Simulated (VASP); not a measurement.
# KF (Fm-3m) in VASP: settings compared

KF is run at these levels: PBE, LDA; tasks: single point.

All numbers are computed with VASP 6.6.1; they aren't measurements. Logs are shortened: lines on timing, memory, paths and dates and some standing lists are left out, and cuts for length are marked.

## Step 1: The cell of the first run

Symmetry: Fm-3m, No. 225, cubic system. Conventional cell: a = 5.309 Å, b = 5.309 Å, c = 5.309 Å, α = 90.00°, β = 90.00°, γ = 90.00°. K (site symmetry m-3m) has 6 F at 2.65 Å within 3.5 Å. F (site symmetry m-3m) has 6 K at 2.65 Å within 3.5 Å.

## Step 2: Single point, PBE

Contents of INCAR:

```
PREC = Accurate
ENCUT = 600
EDIFF = 1E-6
ISMEAR = 1
SIGMA = 0.27211386245988
LREAL = F
LASPH = T
NELM = 120
ALGO = Normal
ISIF = 2
LWAVE = F
LCHARG = F
GGA = PE
NBANDS = 15
GGA_COMPAT = F
```

Contents of KPOINTS:

```
Automatic mesh
0
Gamma
  8 8 8
```

Contents of POSCAR:

```
KF
1.0
    0.0000000000      2.6544134050      2.6544134050
    2.6544134050      0.0000000000      2.6544134050
    2.6544134050      2.6544134050      0.0000000000
K F
1 1
Direct
    0.0000000000      0.0000000000      0.0000000000
    0.5000000000      0.5000000000      0.5000000000
```

Potentials or basis: VASP PAW PBE potentials, release 64 (K_sv, F).

Launch:

```console
cat potpaw_PBE.64/K_sv/POTCAR potpaw_PBE.64/F/POTCAR > POTCAR
mpirun -np 1 vasp_std > vasp.out
```

OUTCAR:

```text
PREC = Accurate
   ENCUT = 600
   EDIFF = 1E-6
   ISMEAR = 1
   LREAL = F
   LASPH = T
   NELM = 120
   ISIF = 2
   GGA = PE

 ion  position               nearest neighbor table
   1  0.000  0.000  0.000-   2 2.65   2 2.65   2 2.65   2 2.65   2 2.65   2 2.65
   2  0.500  0.500  0.500-   1 2.65   1 2.65   1 2.65   1 2.65   1 2.65   1 2.65

  LATTYP: Found a face centered cubic cell.
 ALAT       =     5.3088268100

  Lattice vectors:

 A1 = (   0.0000000000,   2.6544134050,   2.6544134050)
 A2 = (   2.6544134050,   0.0000000000,   2.6544134050)
 A3 = (   2.6544134050,   2.6544134050,   0.0000000000)

Analysis of symmetry for initial positions (statically):
=====================================================================
 Subroutine PRICEL returns:
 Original cell was already a primitive cell.

 Routine SETGRP: Setting up the symmetry group for a
 face centered cubic supercell.

 Subroutine GETGRP returns: Found 48 space group operations
 (whereof 48 operations were pure point group operations)
 out of a pool of 48 trial point group operations.

The static configuration has the point symmetry O_h .

Analysis of symmetry for dynamics (positions and initial velocities):
=====================================================================
 Subroutine PRICEL returns:
 Original cell was already a primitive cell.

 Routine SETGRP: Setting up the symmetry group for a
 face centered cubic supercell.

 Subroutine GETGRP returns: Found 48 space group operations
 (whereof 48 operations were pure point group operations)
 out of a pool of 48 trial point group operations.

The dynamic configuration has the point symmetry O_h .

 Subroutine INISYM returns: Found 48 space group operations
 (whereof 48 operations are pure point group operations),
 and found     1 'primitive' translations

----------------------------------------------------------------------------------------

                                     Primitive cell

  volume of cell :      37.4055

  direct lattice vectors                    reciprocal lattice vectors
     0.000000000  2.654413405  2.654413405    -0.188365535  0.188365535  0.188365535
     2.654413405  0.000000000  2.654413405     0.188365535 -0.188365535  0.188365535
     2.654413405  2.654413405  0.000000000     0.188365535  0.188365535 -0.188365535

  length of vectors
     3.753907437  3.753907437  3.753907437     0.326258676  0.326258676  0.326258676

  position of ions in fractional coordinates (direct lattice)
     0.000000000  0.000000000  0.000000000
     0.500000000  0.500000000  0.500000000

[... 89 lines left out ...]
   EMIN   =  10.00;   EMAX   =-10.00  energy-range for DOS
   EFERMI =   0.00;   METHOD = LEGACY
   ISMEAR =     1;   SIGMA  =   0.27  broadening in eV -4-tet -1-fermi 0-gaus
   EFERMI_NEDOS =   21; number of points for ismear=-14 and -15
   IALGO  =     38    algorithm
   IMIX   =      4    mixing-type and parameters
     AMIX     =   0.40;   BMIX     =  1.00
     AMIX_MAG =   1.60;   BMIX_MAG =  1.00
  volume/ion in A,a.u.               =      18.70       126.21
  Fermi-wavevector in a.u.,A,eV,Ry     =   1.233492  2.330962 20.701292  1.521502
  Thomas-Fermi vector in A             =   2.368220
   LORBIT       =      0    0 simple, 1 ext, 2 COOP (PROOUT), +10 PAW based schemes
   GGA     = PE    functional components
   LHFCALC =     F    Hartree Fock is set to
   AEXX    =    0.0000 exact exchange contribution
   IVDW    =     0    specifies the selected vdW correction
   LEPSILON=     F    determine dielectric tensor
   LRPA    =     F    only Hartree local field effects (RPA)
 non-spin polarized calculation
 Methfessel and Paxton  Order N= 1 SIGMA  =   0.27
  energy-cutoff  :      600.00
  volume of cell :       37.41
 maximum number of plane-waves:      1283
 NGX is ok and might be reduce to    30
   NGX = 15   NGY = 15   NGZ = 15

 number of electron      16.0000003 magnetization

 Free energy of the ion-electron system (eV)
  ---------------------------------------------------
  ext. energy  EPLUGINS =         0.00000000
  ---------------------------------------------------
  free energy    TOTEN  =        -8.25855614 eV

  energy without entropy =       -8.30185753  energy(sigma->0) =       -8.27298994

 E-fermi :  -2.6838     XC(G=0):  -8.4945

 val. band max:       -2.7635114627   @ k =   0.0000   0.0000   0.0000
 cond. band min:       3.5165461280   @ k =   0.0000   0.0000   0.0000
 fundamental gap:      6.2800575906
 Fermi energy:        -2.6838001771

 k-point     1 :       0.0000    0.0000    0.0000
  band No.  band energies     occupation
      1     -28.8336      2.00000
      2     -21.4318      2.00000
      3     -12.0696      2.00000
      4     -12.0696      2.00000
      5     -12.0696      2.00000
      6      -2.7635      1.47301
      7      -2.7635      1.47300
      8      -2.7635      1.47300
      9       3.5165      0.00000
     10       7.9829      0.00000
     11       7.9829      0.00000
     12       7.9829      0.00000
     13       9.6809      0.00000
     14       9.6809      0.00000
[... 401 lines left out ...]
      2     -21.5050      2.00000
      3     -12.4070      2.00000
      4     -12.2991      2.00000
      5     -12.1453      2.00000
      6      -3.3454      2.00313
      7      -3.0506      2.06698
      8      -3.0236      2.07075
      9       6.7234      0.00000
     10       7.4358      0.00000
     11       9.0362      0.00000
     12      10.0713      0.00000
     13      11.3515      0.00000
     14      12.4335      0.00000
     15      12.7249      0.00000

 [... further k-points ...]

------------------------ aborting loop because EDIFF is reached ----------------------------------------

  FORCE on cell =-STRESS in cart. coord.  units (eV):
  Direction    XX          YY          ZZ          XY          YZ          ZX
  --------------------------------------------------------------------------------------
  -------------------------------------------------------------------------------------
  Total        0.4629915      0.4629915      0.4629915      0.0000000     -0.0000000      0.0000000
  in kB       19.8311516     19.8311516     19.8311516      0.0000000     -0.0000000      0.0000000
  external PRESSURE =      19.8311516 kB  Pullay stress =       0.0000000 kB

 VOLUME and BASIS-vectors are now :
 -----------------------------------------------------------------------------
  energy-cutoff  :      600.00
  volume of cell :       37.41
      direct lattice vectors                 reciprocal lattice vectors
     0.000000000  2.654413405  2.654413405    -0.188365535  0.188365535  0.188365535
     2.654413405  0.000000000  2.654413405     0.188365535 -0.188365535  0.188365535
     2.654413405  2.654413405  0.000000000     0.188365535  0.188365535 -0.188365535

 POSITION                                       TOTAL-FORCE (eV/Angst)
 -----------------------------------------------------------------------------------
      0.00000      0.00000      0.00000         0.000000     -0.000000      0.000000
      2.65441      2.65441      2.65441        -0.000000      0.000000     -0.000000
 -----------------------------------------------------------------------------------
    total drift:                                0.000000      0.000000      0.000000

  FREE ENERGIE OF THE ION-ELECTRON SYSTEM (eV)
  ---------------------------------------------------
  free  energy   TOTEN  =        -8.2585561428 eV

  energy  without entropy=       -8.3018575317  energy(sigma->0) =       -8.27298994
```

Run time: 41 s. Hardware: 1 thread of Intel Xeon 8259CL, shared host; peak memory 0.15 GiB.

Results:

```
Free energy            : -8.2586 eV
Pressure               : 2.0 GPa
Band gap on the k mesh : 6.28 eV
```

Levels at points of the mesh, in eV from the valence-band top:
```csv
k point,band 4,band 5,band 6,band 7,band 8,band 9,band 10,band 11,band 12,band 13
"(0.00, 0.00, 0.00)",-9.31,-9.31,0.00,0.00,0.00,6.28,10.75,10.75,10.75,12.44
"(0.50, 0.00, 0.00)",-9.34,-9.34,-0.81,-0.36,-0.36,9.16,10.76,12.18,12.18,14.44
"(0.50, 0.50, 0.00)",-9.53,-9.53,-0.20,-0.05,-0.05,8.23,10.42,11.98,13.73,14.36
```

A k mesh can miss the band edges.

## Step 3: Single point, LDA

Contents of INCAR:

```
SYSTEM = KF
  PREC = Accurate
  ENCUT = 600
  EDIFF = 1E-6
  ISMEAR = 1
  SIGMA = 0.13605693122994
  LREAL = .False.
  LASPH = .True.
  NELM = 120
  ALGO = Normal
  ISIF = 2
  LWAVE = .False.
  LCHARG = .False.
  NBANDS = 15
  GGA_COMPAT = .False.
```

Contents of KPOINTS:

```
Automatic mesh
0
Gamma
  8 8 8
  0 0 0
```

POSCAR is that of step 2.

Potentials or basis: VASP PAW LDA potentials, release 64 (K_sv, F).

Launch:

```console
cat potpaw_LDA.64/K_sv/POTCAR potpaw_LDA.64/F/POTCAR > POTCAR
mpirun -np 1 vasp_std > vasp.out
```

Wall time 37 s (1 thread of Intel Xeon 8259CL, shared host); peak memory 0.13 GiB.

Results (log left out):

- Free energy: -9.0443 eV
- Pressure: -2.9 GPa
- Band gap on the k mesh: 5.90 eV

Levels at points of the mesh, in eV from the valence-band top:
```tsv
k point	band 5	band 6	band 7	band 8	band 9	band 10	band 11	band 12
(0.00, 0.00, 0.00)	-9.02	0.00	0.00	0.00	5.90	10.58	10.58	10.58
(0.50, 0.00, 0.00)	-9.06	-0.87	-0.38	-0.38	8.87	10.37	12.07	12.07
(0.50, 0.50, 0.00)	-9.27	-0.20	-0.05	-0.05	7.92	10.23	11.55	13.70
```

A k mesh can miss the band edges.

## Step 4: Single point, PBE

This run uses another cell than the first one, of 21.51 Å³/atom.

Contents of INCAR:

```
ALGO     = Normal         # electronic algorithm
EDIFF    = 1E-6           # SCF threshold, eV
ENCUT    = 600            # plane-wave cutoff, eV
GGA      = PE             # functional
GGA_COMPAT= False        
ISIF     = 2              # what is computed and relaxed
ISMEAR   = 0              # smearing method
LASPH    = True           # aspherical terms in the spheres
LCHARG   = True           # write CHGCAR
LELF     = True           # ELF
LREAL    = False          # projectors in reciprocal space
LVHAR    = True         
LWAVE    = False          # write WAVECAR
NBANDS   = 15             # bands
NELM     = 120            # most SCF steps
PREC     = Accurate       # precision mode
SIGMA    = 0.1            # smearing width, eV
```

Contents of KPOINTS:

```
k-points
0
Gamma
  8 8 8
```

Contents of POSCAR:

```
KF
1.0
    0.0000000000      2.7810011942      2.7810011942
    2.7810011942      0.0000000000      2.7810011942
    2.7810011942      2.7810011942      0.0000000000
K F
1 1
Direct
    0.0000000000      0.0000000000      0.0000000000
    0.5000000000      0.5000000000      0.5000000000
```

Potentials or basis: VASP PAW PBE potentials, release 64 (K_sv, F).

Launch:

```console
cat potpaw_PBE.64/K_sv/POTCAR potpaw_PBE.64/F/POTCAR > POTCAR
mpirun -np 1 vasp_std > vasp.out
```

Run time: 47 s. Hardware: 1 thread of Intel Xeon 8259CL, shared host; peak memory 0.15 GiB.

The run converged. Its results:

* Free energy: -8.2846 eV
* Pressure: -1.9 GPa
* Band gap on the k mesh: 5.58 eV

Levels at points of the mesh, in eV from the valence-band top:
| k point | band 6 | band 7 | band 8 | band 9 | band 10 | band 11 |
| --- | --- | --- | --- | --- | --- | --- |
| (0.00, 0.00, 0.00) | 0.00 | 0.00 | 0.00 | 5.58 | 10.33 | 10.33 |
| (0.50, 0.00, 0.00) | -0.67 | -0.26 | -0.26 | 8.56 | 9.75 | 11.50 |
| (0.50, 0.50, 0.00) | -0.25 | -0.07 | -0.07 | 8.07 | 9.65 | 10.89 |

A k mesh can miss the band edges.

## Step 5: The runs side by side

```csv
level,potentials or basis,cell,smearing,gap on the mesh (eV),pressure (GPa)
PBE,"VASP PAW PBE potentials, release 64 (K_sv, F)","a = 3.754 Å, angles 60.0°, 2 atoms",methfessel-paxton 0.272114 eV,6.28,2.0
LDA,"VASP PAW LDA potentials, release 64 (K_sv, F)","a = 3.754 Å, angles 60.0°, 2 atoms",methfessel-paxton 0.136057 eV,5.90,-2.9
PBE,"VASP PAW PBE potentials, release 64 (K_sv, F)","a = 3.933 Å, angles 60.0°, 2 atoms",gaussian 0.1 eV,5.58,-1.9
```

Alike in all rows: task single point; no spin polarisation; k mesh 8 × 8 × 8; cutoff (eV) 600.

Total energies depend on the potentials used, so only differences within one code and one set of settings carry meaning.
